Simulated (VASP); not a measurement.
# GaSb (I-4m2) in VASP: single point with PBEsol

Aim: the single point of GaSb with PBEsol.

All numbers are computed with VASP 6.6.1; they aren't measurements. Logs are shortened: lines on timing, memory, paths and dates and some standing lists are left out, and cuts for length are marked.

**1. The cell of the first run**

The structure is tetragonal, space group I-4m2 (No. 119). Conventional cell: a = 5.507 Å, b = 5.507 Å, c = 3.181 Å, α = 90.00°, β = 90.00°, γ = 90.00°. Within 3.8 Å of Ga (site symmetry -4m2) lie 8 Sb at 2.87 to 3.64 Å and 2 Ga at 3.18 Å. Within 3.8 Å of Sb (site symmetry -4m2) lie 8 Ga at 2.87 to 3.64 Å and 2 Sb at 3.18 Å.

**2. Single point, PBEsol**

INCAR reads:

```
SYSTEM = GaSb
PREC = Accurate
ENCUT = 520
EDIFF = 1E-7
ISMEAR = -1
SIGMA = 0.1
LREAL = .False.
LASPH = .True.
NELM = 60
ALGO = Normal
ISIF = 2
LWAVE = .False.
LCHARG = .False.
GGA = PS
NBANDS = 16
```

KPOINTS reads:

```
Automatic mesh
0
Gamma
  8 8 8
  0 0 0
```

POSCAR reads:

```
GaSb
1.0
   -2.7534340000      2.7534340000      1.5907070000
    2.7534340000     -2.7534340000      1.5907070000
    2.7534340000      2.7534340000     -1.5907070000
Ga Sb
1 1
Direct
    0.2500000000      0.7500000000      0.5000000000
    0.0000000000      0.0000000000      0.0000000000
```

Potentials or basis: VASP PAW PBE potentials, release 64 (Ga_d, Sb).

Command:

```
cat potpaw_PBE.64/Ga_d/POTCAR potpaw_PBE.64/Sb/POTCAR > POTCAR
mpirun -np 1 vasp_std > vasp.out
```

OUTCAR:

```text
SYSTEM = GaSb
   PREC = Accurate
   ENCUT = 520
   EDIFF = 1E-7
   ISMEAR = -1
   LREAL = .False.
   LASPH = .True.
   NELM = 60
   ISIF = 2
   GGA = PS

 ion  position               nearest neighbor table
   1  0.250  0.750  0.500-   2 2.87   2 2.87   2 2.87   2 2.87
   2  0.000  0.000  0.000-   1 2.87   1 2.87   1 2.87   1 2.87

  LATTYP: Found a body centered tetragonal cell.
 ALAT       =     5.5068680000
 C/A-ratio  =     0.5777174975

  Lattice vectors:

 A1 = (  -2.7534340000,   2.7534340000,   1.5907070000)
 A2 = (   2.7534340000,  -2.7534340000,   1.5907070000)
 A3 = (   2.7534340000,   2.7534340000,  -1.5907070000)

Analysis of symmetry for initial positions (statically):
=====================================================================
 Subroutine PRICEL returns:
 Original cell was already a primitive cell.

 Routine SETGRP: Setting up the symmetry group for a
 body centered tetragonal supercell.

 Subroutine GETGRP returns: Found  8 space group operations
 (whereof  8 operations were pure point group operations)
 out of a pool of 16 trial point group operations.

The static configuration has the point symmetry D_2d.

Analysis of symmetry for dynamics (positions and initial velocities):
=====================================================================
 Subroutine PRICEL returns:
 Original cell was already a primitive cell.

 Routine SETGRP: Setting up the symmetry group for a
 body centered tetragonal supercell.

 Subroutine GETGRP returns: Found  8 space group operations
 (whereof  8 operations were pure point group operations)
 out of a pool of 16 trial point group operations.

The dynamic configuration has the point symmetry D_2d.

 Subroutine INISYM returns: Found  8 space group operations
 (whereof  8 operations are pure point group operations),
 and found     1 'primitive' translations

----------------------------------------------------------------------------------------

                                     Primitive cell

  volume of cell :      48.2391

  direct lattice vectors                    reciprocal lattice vectors
    -2.753434000  2.753434000  1.590707000     0.000000000  0.181591424  0.314325643
     2.753434000 -2.753434000  1.590707000     0.181591424  0.000000000  0.314325643
     2.753434000  2.753434000 -1.590707000     0.181591424  0.181591424  0.000000000

  length of vectors
     4.206322187  4.206322187  4.206322187     0.363009717  0.363009717  0.256809054

  position of ions in fractional coordinates (direct lattice)
     0.250000000  0.750000000  0.500000000
     0.000000000  0.000000000  0.000000000

  ion indices of the primitive-cell ions
   primitive index   ion index
                 1           1
                 2           2

----------------------------------------------------------------------------------------

 KPOINTS: Automatic mesh

Automatic generation of k-mesh.
 Grid dimensions read from file:
 generate k-points for:    8    8    8

 Generating k-lattice:

  Cartesian coordinates                     Fractional coordinates (reciprocal lattice)
     0.000000000  0.022698928  0.039290705     0.125000000 -0.000000000  0.000000000
     0.022698928  0.000000000  0.039290705    -0.000000000  0.125000000  0.000000000
     0.022698928  0.022698928  0.000000000     0.000000000  0.000000000  0.125000000

  Length of vectors
     0.045376215  0.045376215  0.032101132

  Shift w.r.t. Gamma in fractional coordinates (k-lattice)
     0.000000000  0.000000000  0.000000000

 Subroutine IBZKPT returns following result:
 ===========================================

 Found     59 irreducible k-points:

 Following reciprocal coordinates:
            Coordinates               Weight
  0.000000  0.000000  0.000000      1.000000
  0.125000 -0.000000  0.000000      8.000000
  0.250000 -0.000000  0.000000      8.000000
  0.375000 -0.000000  0.000000      8.000000
  0.500000 -0.000000  0.000000      4.000000
  0.125000  0.125000  0.000000      8.000000
[... 16 lines left out ...]
  0.250000  0.125000  0.125000     16.000000
  0.375000  0.125000  0.125000      8.000000
 [... further k-points ...]
   k-points           NKPTS =     59   k-points in BZ     NKDIM =     59   number of bands    NBANDS=     16
   number of dos      NEDOS =    301   number of ions     NIONS =      2
   total plane-waves  NPLWV =  32768
   dimension x,y,z NGX =    32 NGY =   32 NGZ =   32
   dimension x,y,z NGXF=    64 NGYF=   64 NGZF=   64
   ions per type =               1   1
   NGX,Y,Z   is equivalent  to a cutoff of  12.65, 12.65, 12.65 a.u.
   NGXF,Y,Z  is equivalent  to a cutoff of  25.29, 25.29, 25.29 a.u.
 SYSTEM =  GaSb
   PREC   = accura    normal or accurate (medium, high low for compatibility)
   ISTART =      0    job   : 0-new  1-cont  2-samecut
   ICHARG =      2    charge: 1-file 2-atom 10-const
   ISPIN  =      1    spin polarized calculation?
   LNONCOLLINEAR =      F non collinear calculations
   LSORBIT =      F    spin-orbit coupling
   LASPH  =      T    aspherical Exc in radial PAW
   ENCUT  =  520.0 eV  38.22 Ry    6.18 a.u.   7.82  7.82  7.82*2*pi/ulx,y,z
   NELM   =     60;   NELMIN=  2; NELMDL= -5     # of ELM steps
   EDIFF  = 0.1E-06   stopping-criterion for ELM
   LREAL  =      F    real-space projection
   EDIFFG = 0.1E-05   stopping-criterion for IOM
   NSW    =      0    number of steps for IOM
   IBRION =     -1    ionic relax: 0-MD 1-quasi-New 2-CG
   NFREE  =      0    steps in history (QN), initial steepest desc. (CG)
   ISIF   =      2    stress and relaxation
   ISYM   =      2    0-nonsym 1-usesym 2-fastsym
   POTIM  = 0.5000    time-step for ionic-motion
   TEBEG  =    0.0;   TEEND  =   0.0 temperature during run
   PSTRESS=    0.0 pullay stress
   NELECT =      18.0000    total number of electrons
   NUPDOWN=      -1.0000    fix difference up-down
   EMIN   =  10.00;   EMAX   =-10.00  energy-range for DOS
   EFERMI =   0.00;   METHOD = LEGACY
   ISMEAR =    -1;   SIGMA  =   0.10  broadening in eV -4-tet -1-fermi 0-gaus
   EFERMI_NEDOS =   21; number of points for ismear=-14 and -15
   IALGO  =     38    algorithm
   IMIX   =      4    mixing-type and parameters
     AMIX     =   0.40;   BMIX     =  1.00
     AMIX_MAG =   1.60;   BMIX_MAG =  1.00
  volume/ion in A,a.u.               =      24.12       162.77
  Fermi-wavevector in a.u.,A,eV,Ry     =   1.178598  2.227228 18.899772  1.389094
  Thomas-Fermi vector in A             =   2.314924
   LORBIT       =      0    0 simple, 1 ext, 2 COOP (PROOUT), +10 PAW based schemes
   GGA     = PS    functional components
   LHFCALC =     F    Hartree Fock is set to
   AEXX    =    0.0000 exact exchange contribution
   IVDW    =     0    specifies the selected vdW correction
   LEPSILON=     F    determine dielectric tensor
   LRPA    =     F    only Hartree local field effects (RPA)
 non-spin polarized calculation
  energy-cutoff  :      520.00
  volume of cell :       48.24
 maximum number of plane-waves:      1318
   NGX = 15   NGY = 15   NGZ = 15

 number of electron      17.9999994 magnetization

 Free energy of the ion-electron system (eV)
  ---------------------------------------------------
  ext. energy  EPLUGINS =         0.00000000
  ---------------------------------------------------
  free energy    TOTEN  =        -7.88787478 eV

  energy without entropy =       -7.86253762  energy(sigma->0) =       -7.87520620

 E-fermi :   6.3816     XC(G=0): -10.3613

 val. band max:        6.2849092159   @ k =   0.2500  -0.0000   0.0000
 cond. band min:       6.4276739849   @ k =   0.5000   0.5000   0.0000
 fundamental gap:      0.1427647690
 Fermi energy:         6.3815787355

 k-point     1 :       0.0000    0.0000    0.0000
  band No.  band energies     occupation
      1      -8.4950      2.00000
      2      -8.4102      2.00000
      3      -8.4030      2.00000
      4      -8.3823      2.00000
      5      -8.3823      2.00000
      6      -5.5371      2.00000
[... 8 lines left out ...]
     15      16.2764      0.00000
     16      17.1073      0.00000

 k-point     2 :       0.1250   -0.0000    0.0000
  band No.  band energies     occupation
      1      -8.4757      2.00000
      2      -8.4122      2.00000
      3      -8.4002      2.00000
      4      -8.3902      2.00000
      5      -8.3899      2.00000
      6      -5.2394      2.00000
[... 8 lines left out ...]
     15      15.3910      0.00000
     16      15.9826      0.00000

 k-point     3 :       0.2500   -0.0000    0.0000
  band No.  band energies     occupation
      1      -8.4329      2.00000
      2      -8.4173      2.00000
      3      -8.4120      2.00000
      4      -8.4063      2.00000
      5      -8.3900      2.00000
      6      -4.3598      2.00000
[... 8 lines left out ...]
     15      14.0026      0.00000
     16      16.2597      0.00000

 k-point     4 :       0.3750   -0.0000    0.0000
  band No.  band energies     occupation
      1      -8.4400      2.00000
      2      -8.4320      2.00000
      3      -8.4169      2.00000
      4      -8.3817      2.00000
      5      -8.3781      2.00000
      6      -2.9915      2.00000
[... 8 lines left out ...]
     15      14.5290      0.00000
     16      17.5150      0.00000
[... 324 lines left out ...]
 k-point    22 :       0.1250    0.1250    0.1250
  band No.  band energies     occupation
      1      -8.4297      2.00000
      2      -8.4203      2.00000
      3      -8.4116      2.00000
      4      -8.4066      2.00000
      5      -8.3881      2.00000
      6      -4.1051      2.00000
[... 8 lines left out ...]
     15      14.4424      0.00000
     16      14.6332      0.00000

 k-point    23 :       0.2500    0.1250    0.1250
  band No.  band energies     occupation
      1      -8.4385      2.00000
      2      -8.4304      2.00000
      3      -8.4173      2.00000
      4      -8.3838      2.00000
      5      -8.3764      2.00000
      6      -2.7787      2.00000
[... 8 lines left out ...]
     15      14.5526      0.00000
     16      16.2056      0.00000

 k-point    24 :       0.3750    0.1250    0.1250
  band No.  band energies     occupation
      1      -8.4474      2.00000
      2      -8.4378      2.00000
      3      -8.4186      2.00000
      4      -8.3799      2.00000
      5      -8.3585      2.00000
      6      -1.7703      2.00000
[... 8 lines left out ...]
     15      15.2031      0.00000
     16      15.5595      0.00000

 [... further k-points ...]

------------------------ aborting loop because EDIFF is reached ----------------------------------------

  FORCE on cell =-STRESS in cart. coord.  units (eV):
  Direction    XX          YY          ZZ          XY          YZ          ZX
  --------------------------------------------------------------------------------------
  -------------------------------------------------------------------------------------
  Total       -0.9116874     -0.9116874     -0.6843359      0.0000000      0.0000000      0.0000000
  in kB      -30.2800803    -30.2800803    -22.7290038      0.0000000      0.0000000      0.0000000
  external PRESSURE =     -27.7630548 kB  Pullay stress =       0.0000000 kB

 VOLUME and BASIS-vectors are now :
 -----------------------------------------------------------------------------
  energy-cutoff  :      520.00
  volume of cell :       48.24
      direct lattice vectors                 reciprocal lattice vectors
    -2.753434000  2.753434000  1.590707000     0.000000000  0.181591424  0.314325643
     2.753434000 -2.753434000  1.590707000     0.181591424  0.000000000  0.314325643
     2.753434000  2.753434000 -1.590707000     0.181591424  0.181591424  0.000000000

 POSITION                                       TOTAL-FORCE (eV/Angst)
 -----------------------------------------------------------------------------------
      2.75343      0.00000      0.79535        -0.000000     -0.000000     -0.000000
      0.00000      0.00000      0.00000         0.000000      0.000000      0.000000
 -----------------------------------------------------------------------------------
    total drift:                                0.000000     -0.000000     -0.000000

  FREE ENERGIE OF THE ION-ELECTRON SYSTEM (eV)
  ---------------------------------------------------
  free  energy   TOTEN  =        -7.8878747828 eV

  energy  without entropy=       -7.8625376231  energy(sigma->0) =       -7.87520620
```

It took 22 s on 1 thread of AMD EPYC 9R45 (Zen 5), shared host; peak memory 0.17 GiB.

What came out:

```yaml
Free_energy: -7.8879 eV
Pressure: -2.8 GPa
Band_gap_on_the_k_mesh: zero (band 9 reaches 8.19 eV, above the bottom of band 10 at 4.37 eV)
```

Stress tensor (GPa, compression positive):
```
-3.03  0.00  0.00
 0.00 -3.03  0.00
 0.00  0.00 -2.27
```

Caveat: the PAW data sets were made with another functional, which shifts forces and pressure a little; spin-orbit coupling is left out, which moves the levels of the heavy elements.
